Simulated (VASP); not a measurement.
# SiC in VASP: single point with r2SCAN

Aim: the single point of SiC with r2SCAN.

All numbers are computed with VASP 6.6.1; they aren't measurements. Logs are shortened: lines on timing, memory, paths and dates and some standing lists are left out, and cuts for length are marked.

## (1) The cell of the first run

The cell holds a slab with vacuum, 20 atoms: a = 6.161 Å, b = 4.356 Å, c = 21.161 Å, α = 90.00°, β = 90.00°, γ = 90.00°.

## (2) Single point, r2SCAN

File POSCAR:

```
SiC
1.0
    6.1607243544      0.0000000000      0.0000000000
    0.0000000000      4.3562899680      0.0000000000
    0.0000000000      0.0000000000     21.1607243544
Si C
10 10
Direct
    0.2500000000      0.5000000000      0.3544302111
    0.7500000000      0.5000000000      0.3544302111
    0.5000000000      0.0000000000      0.4272151056
    0.0000000000      0.0000000000      0.4272151056
    0.7499841508      0.4916812175      0.4992194342
    0.2499843563      0.4916824585      0.4992188227
   -0.0000246209     -0.0034536874      0.5755882465
    0.4999751499     -0.0034540795      0.5755890686
    0.2499609405      0.4470557229      0.6341463488
    0.7499657186      0.4470478389      0.6341464947
    0.5000000000      0.2500000000      0.3544302111
    0.0000000000      0.2500000000      0.3544302111
    0.7500000000      0.7500000000      0.4272151056
    0.2500000000      0.7500000000      0.4272151056
   -0.0000161718      0.2436770208      0.5006532170
    0.4999827762      0.2436775185      0.5006529207
    0.2499748783      0.7518248159      0.5733371431
    0.7499765822      0.7518270909      0.5733384270
    0.4999626232      0.2534178962      0.6454405670
   -0.0000337058      0.2534066005      0.6454436484
```

File INCAR.step1:

```
SYSTEM = SiC
PREC = Accurate
ENCUT = 520
ISMEAR = 0
SIGMA = 0.05
LREAL = Auto
LASPH = .TRUE.
NELM = 100
LDIPOL = .TRUE.
IDIPOL = 3
DIPOL = 0.5 0.5 0.499
NBANDS = 56
GGA = PE
ALGO = Normal
EDIFF = 1E-4
LWAVE = .TRUE.
LCHARG = .FALSE.
```

File INCAR.step2:

```
SYSTEM = SiC
PREC = Accurate
ENCUT = 520
EDIFF = 1E-6
ISMEAR = 0
SIGMA = 0.05
LREAL = Auto
LASPH = .TRUE.
NELM = 100
ALGO = Normal
ISIF = 2
LWAVE = .FALSE.
LCHARG = .TRUE.
LDIPOL = .TRUE.
IDIPOL = 3
DIPOL = 0.5 0.5 0.499
METAGGA = R2SCAN
LMIXTAU = .TRUE.
LELF = .TRUE.
LVHAR = .TRUE.
LVACPOTAV = .TRUE.
NBANDS = 56
ISTART = 1
```

File KPOINTS:

```
Automatic mesh
0
G
  5 6 1
  0 0 0
```

Potentials or basis: VASP PAW PBE potentials, release 64 (Si, C).

The run is started by

```bash
$ cat potpaw_PBE.64/Si/POTCAR potpaw_PBE.64/C/POTCAR > POTCAR
$ cp INCAR.step1 INCAR
$ mpirun -np 1 vasp_std > vasp.out
$ cp INCAR.step2 INCAR
$ mpirun -np 1 vasp_std > vasp.out
```

OUTCAR:

```text
SYSTEM = SiC
   PREC = Accurate
   ENCUT = 520
   EDIFF = 1E-6
   ISMEAR = 0
   LREAL = Auto
   LASPH = .TRUE.
   NELM = 100
   ISIF = 2
   METAGGA = R2SCAN
   ISTART = 1

 ion  position               nearest neighbor table
   1  0.250  0.500  0.354-  11 1.89  12 1.89  14 1.89   6 3.06   2 3.08   2 3.08   4 3.08   3 3.08
                             4 3.08   3 3.08
   2  0.750  0.500  0.354-  11 1.89  12 1.89  13 1.89   5 3.06   1 3.08   1 3.08   4 3.08   3 3.08
                             4 3.08   3 3.08
   3  0.500  0.000  0.427-  16 1.88  14 1.89  13 1.89  11 1.89   5 3.05   6 3.05   4 3.08   4 3.08
                             1 3.08   1 3.08   2 3.08   2 3.08   5 3.10   6 3.10   8 3.14
   4  0.000  0.000  0.427-  15 1.88  14 1.89  13 1.89  12 1.89   6 3.05   5 3.05   3 3.08   3 3.08
                             1 3.08   1 3.08   2 3.08   2 3.08   6 3.10   5 3.10   7 3.14
   5  0.750  0.492  0.499-  15 1.88  16 1.88  13 1.89  18 1.93  10 2.86   3 3.05   4 3.05   2 3.06
                             6 3.08   6 3.08   3 3.10   4 3.10   7 3.10   8 3.10   7 3.13   8 3.13
   6  0.250  0.492  0.499-  16 1.88  15 1.88  14 1.89  17 1.93   9 2.86   4 3.05   3 3.05   1 3.06
                             5 3.08   5 3.08   4 3.10   3 3.10   8 3.10   7 3.10   8 3.13   7 3.13
   7  1.000  0.997  0.576-  20 1.85  18 1.87  17 1.87  15 1.92   9 2.79  10 2.79   8 3.08   8 3.08
                             5 3.10   6 3.10   9 3.10  10 3.10   5 3.13   6 3.13   4 3.14
   8  0.500  0.997  0.576-  19 1.85  18 1.87  17 1.87  16 1.92  10 2.79   9 2.79   7 3.08   7 3.08
                             6 3.10   5 3.10  10 3.10   9 3.10   6 3.13   5 3.13   3 3.14
   9  0.250  0.447  0.634-  20 1.77  19 1.77  17 1.85   7 2.79   8 2.79   6 2.86  10 3.08  10 3.08
                             7 3.10   8 3.10
  10  0.750  0.447  0.634-  19 1.77  20 1.77  18 1.85   8 2.79   7 2.79   5 2.86   9 3.08   9 3.08
                             8 3.10   7 3.10
  11  0.500  0.250  0.354-   1 1.89   2 1.89   3 1.89
  12  0.000  0.250  0.354-   1 1.89   2 1.89   4 1.89
  13  0.750  0.750  0.427-   3 1.89   4 1.89   2 1.89   5 1.89
  14  0.250  0.750  0.427-   3 1.89   4 1.89   1 1.89   6 1.89
  15  1.000  0.244  0.501-   5 1.88   6 1.88   4 1.88   7 1.92
  16  0.500  0.244  0.501-   6 1.88   5 1.88   3 1.88   8 1.92
  17  0.250  0.752  0.573-   9 1.85   7 1.87   8 1.87   6 1.93
  18  0.750  0.752  0.573-  10 1.85   7 1.87   8 1.87   5 1.93
  19  0.500  0.253  0.645-  10 1.77   9 1.77   8 1.85
  20  1.000  0.253  0.645-   9 1.77  10 1.77   7 1.85

  LATTYP: Found a simple orthorhombic cell.
 ALAT       =     4.3562899680
 B/A-ratio  =     1.4142135624
 C/A-ratio  =     4.8575105215

  Lattice vectors:

 A1 = (   0.0000000000,  -4.3562899680,   0.0000000000)
 A2 = (   6.1607243544,   0.0000000000,   0.0000000000)
 A3 = (   0.0000000000,   0.0000000000,  21.1607243544)

Analysis of symmetry for initial positions (statically):
=====================================================================
 Subroutine PRICEL returns:
 Original cell was already a primitive cell.

 Routine SETGRP: Setting up the symmetry group for a
 simple orthorhombic supercell.

 Subroutine GETGRP returns: Found  1 space group operations
 (whereof  1 operations were pure point group operations)
 out of a pool of  8 trial point group operations.

The static configuration has the point symmetry C_1 .

Analysis of symmetry for dynamics (positions and initial velocities):
=====================================================================
 Subroutine PRICEL returns:
 Original cell was already a primitive cell.

 Routine SETGRP: Setting up the symmetry group for a
 simple orthorhombic supercell.

 Subroutine GETGRP returns: Found  1 space group operations
 (whereof  1 operations were pure point group operations)
 out of a pool of  8 trial point group operations.

The dynamic configuration has the point symmetry C_1 .

 Subroutine INISYM returns: Found  1 space group operations
 (whereof  1 operations are pure point group operations),
 and found     1 'primitive' translations

----------------------------------------------------------------------------------------

                                     Primitive cell

  volume of cell :     567.9094

  direct lattice vectors                    reciprocal lattice vectors
     6.160724354  0.000000000  0.000000000     0.162318575  0.000000000  0.000000000
     0.000000000  4.356289968  0.000000000     0.000000000  0.229553131  0.000000000
[... 60 lines left out ...]
  Cartesian coordinates                     Fractional coordinates (reciprocal lattice)
     0.032463715  0.000000000  0.000000000     0.200000000  0.000000000  0.000000000
     0.000000000  0.038258855  0.000000000     0.000000000  0.166666667  0.000000000
     0.000000000  0.000000000  0.047257361     0.000000000  0.000000000  1.000000000

  Length of vectors
     0.032463715  0.038258855  0.047257361

  Shift w.r.t. Gamma in fractional coordinates (k-lattice)
     0.000000000  0.000000000  0.000000000

 Subroutine IBZKPT returns following result:
 ===========================================

 Found     16 irreducible k-points:

 Following reciprocal coordinates:
            Coordinates               Weight
  0.000000  0.000000  0.000000      1.000000
  0.200000  0.000000  0.000000      2.000000
  0.400000  0.000000  0.000000      2.000000
  0.000000  0.166667  0.000000      2.000000
  0.200000  0.166667  0.000000      2.000000
 -0.200000  0.166667  0.000000      2.000000
[... 8 lines left out ...]
  0.200000  0.500000  0.000000      2.000000
  0.400000  0.500000  0.000000      2.000000
   k-points           NKPTS =     16   k-points in BZ     NKDIM =     16   number of bands    NBANDS=     56
   number of dos      NEDOS =    301   number of ions     NIONS =     20
   total plane-waves  NPLWV = 245760
   dimension x,y,z NGX =    48 NGY =   32 NGZ =  160
   dimension x,y,z NGXF=    96 NGYF=   64 NGZF=  320
   ions per type =              10  10
   NGX,Y,Z   is equivalent  to a cutoff of  12.95, 12.21, 12.57 a.u.
   NGXF,Y,Z  is equivalent  to a cutoff of  25.91, 24.42, 25.14 a.u.
 SYSTEM =  SiC
   PREC   = accura    normal or accurate (medium, high low for compatibility)
   ISTART =      1    job   : 0-new  1-cont  2-samecut
   ICHARG =      0    charge: 1-file 2-atom 10-const
   ISPIN  =      1    spin polarized calculation?
   LNONCOLLINEAR =      F non collinear calculations
   LSORBIT =      F    spin-orbit coupling
   LASPH  =      T    aspherical Exc in radial PAW
   ENCUT  =  520.0 eV  38.22 Ry    6.18 a.u.  11.45  8.10 39.34*2*pi/ulx,y,z
   NELM   =    100;   NELMIN=  2; NELMDL=  0     # of ELM steps
   EDIFF  = 0.1E-05   stopping-criterion for ELM
   LREAL  =      T    real-space projection
   EDIFFG = 0.1E-04   stopping-criterion for IOM
   NSW    =      0    number of steps for IOM
   IBRION =     -1    ionic relax: 0-MD 1-quasi-New 2-CG
   NFREE  =      0    steps in history (QN), initial steepest desc. (CG)
   ISIF   =      2    stress and relaxation
   ISYM   =      2    0-nonsym 1-usesym 2-fastsym
   POTIM  = 0.5000    time-step for ionic-motion
   TEBEG  =    0.0;   TEEND  =   0.0 temperature during run
   PSTRESS=    0.0 pullay stress
   NELECT =      80.0000    total number of electrons
   NUPDOWN=      -1.0000    fix difference up-down
   EMIN   =  10.00;   EMAX   =-10.00  energy-range for DOS
   EFERMI =   0.00;   METHOD = LEGACY
   ISMEAR =     0;   SIGMA  =   0.05  broadening in eV -4-tet -1-fermi 0-gaus
   EFERMI_NEDOS =   21; number of points for ismear=-14 and -15
   IALGO  =     38    algorithm
   IMIX   =      4    mixing-type and parameters
     AMIX     =   0.40;   BMIX     =  1.00
     AMIX_MAG =   1.60;   BMIX_MAG =  1.00
  volume/ion in A,a.u.               =      28.40       191.62
  Fermi-wavevector in a.u.,A,eV,Ry     =   0.851815  1.609696  9.872228  0.725588
  Thomas-Fermi vector in A             =   1.968006
   LORBIT       =      0    0 simple, 1 ext, 2 COOP (PROOUT), +10 PAW based schemes
   METAGGA = R2SCAN    functional components
   LHFCALC =     F    Hartree Fock is set to
   AEXX    =    0.0000 exact exchange contribution
   IVDW    =     0    specifies the selected vdW correction
   LEPSILON=     F    determine dielectric tensor
   LRPA    =     F    only Hartree local field effects (RPA)
 non-spin polarized calculation
 Gauss-broadening in eV      SIGMA  =   0.05
  energy-cutoff  :      520.00
  volume of cell :      567.91
 maximum number of plane-waves:     15372
 NGX is ok and might be reduce to    48
   NGX = 23   NGY = 17   NGZ = 79

 number of electron      79.9999998 magnetization

 dipolmoment           0.000000      0.000000      0.023561 electrons x Angstroem

 Free energy of the ion-electron system (eV)
  ---------------------------------------------------
  ext. energy  EPLUGINS =         0.00000000
  ---------------------------------------------------
  free energy    TOTEN  =      -181.04889126 eV

  energy without entropy =     -181.04793669  energy(sigma->0) =     -181.04841398

 E-fermi :  -0.0305     XC(G=0):  -5.1065

 val. band max:       -0.0895914655   @ k =   0.0000   0.5000   0.0000
 cond. band min:       0.0143193787   @ k =   0.0000   0.0000   0.0000
 fundamental gap:      0.1039108442
 Fermi energy:        -0.0305038410

 k-point     1 :       0.0000    0.0000    0.0000
  band No.  band energies     occupation
      1     -16.8235      2.00000
      2     -15.5600      2.00000
      3     -13.8599      2.00000
      4     -13.6192      2.00000
      5     -13.5790      2.00000
      6     -12.9048      2.00000
[... 869 lines left out ...]
     51       5.8486      0.00000
     52       6.0969      0.00000
 [bands above 52 left out]

------------------------ aborting loop because EDIFF is reached ----------------------------------------

  FORCE on cell =-STRESS in cart. coord.  units (eV):
  Direction    XX          YY          ZZ          XY          YZ          ZX
  --------------------------------------------------------------------------------------
  -------------------------------------------------------------------------------------
  Total       -2.8402506     -6.5758300     -4.2955912     -0.0010977      3.5495229      0.0039886
  in kB       -8.0128709    -18.5516300    -12.1186555     -0.0030967     10.0138590      0.0112527
  external PRESSURE =     -12.8943855 kB  Pullay stress =       0.0000000 kB

 VOLUME and BASIS-vectors are now :
 -----------------------------------------------------------------------------
  energy-cutoff  :      520.00
  volume of cell :      567.91
      direct lattice vectors                 reciprocal lattice vectors
     6.160724354  0.000000000  0.000000000     0.162318575  0.000000000  0.000000000
     0.000000000  4.356289968  0.000000000     0.000000000  0.229553131  0.000000000
     0.000000000  0.000000000 21.160724354     0.000000000  0.000000000  0.047257361

 POSITION                                       TOTAL-FORCE (eV/Angst)
 -----------------------------------------------------------------------------------
      1.54018      2.17814      7.50000        -0.000067     -3.244745      1.895435
      4.62054      2.17814      7.50000        -0.000085     -3.244743      1.895462
      3.08036      0.00000      9.04018        -0.000289      0.312968     -0.923656
      0.00000      0.00000      9.04018        -0.000325      0.312957     -0.923668
      4.62045      2.14191     10.56384        -0.000062      0.004409     -0.003742
      1.54008      2.14191     10.56383        -0.000030      0.004213     -0.003604
[... 12 lines left out ...]
      3.08013      1.10396     13.65799        -0.000388      0.010769      0.004852
      6.16052      1.10391     13.65806        -0.000684      0.010867      0.004403
 -----------------------------------------------------------------------------------
    total drift:                               -0.000480      0.001409      0.000199

  FREE ENERGIE OF THE ION-ELECTRON SYSTEM (eV)
  ---------------------------------------------------
  free  energy   TOTEN  =      -181.0488912575 eV

  energy  without entropy=     -181.0479366949  energy(sigma->0) =     -181.04841398

 vacuum level on the upper side and lower side of the slab         5.178         5.019
```

Run time: 1.7 h. Hardware: 1 thread of Intel Xeon 8259CL, shared host; peak memory 0.78 GiB.

What came out:

```yaml
Free_energy: -181.0489 eV
Largest_force: 3.758 eV/Å
Band_gap_on_the_k_mesh: 0.10 eV
```

Forces in eV/Å, atoms in the order of the input:
```
Si   0.000 -3.245  1.895
Si   0.000 -3.245  1.895
Si   0.000  0.313 -0.924
Si   0.000  0.313 -0.924
Si   0.000  0.004 -0.004
Si   0.000  0.004 -0.004
Si   0.000 -0.004  0.004
Si   0.000 -0.005  0.004
Si   0.000 -0.016 -0.017
Si   0.000 -0.016 -0.017
C    0.000  2.096 -0.552
C    0.000  2.096 -0.552
C    0.000  0.836 -0.410
C    0.000  0.837 -0.410
C    0.001  0.001 -0.001
C    0.001  0.001 -0.001
C    0.000  0.004  0.004
C    0.000  0.003  0.004
C    0.000  0.011  0.005
C   -0.001  0.011  0.004
```

Caveat: semilocal functionals underestimate gaps, and a narrow one can read as zero; the PAW data sets were made with another functional, which shifts forces and pressure a little.
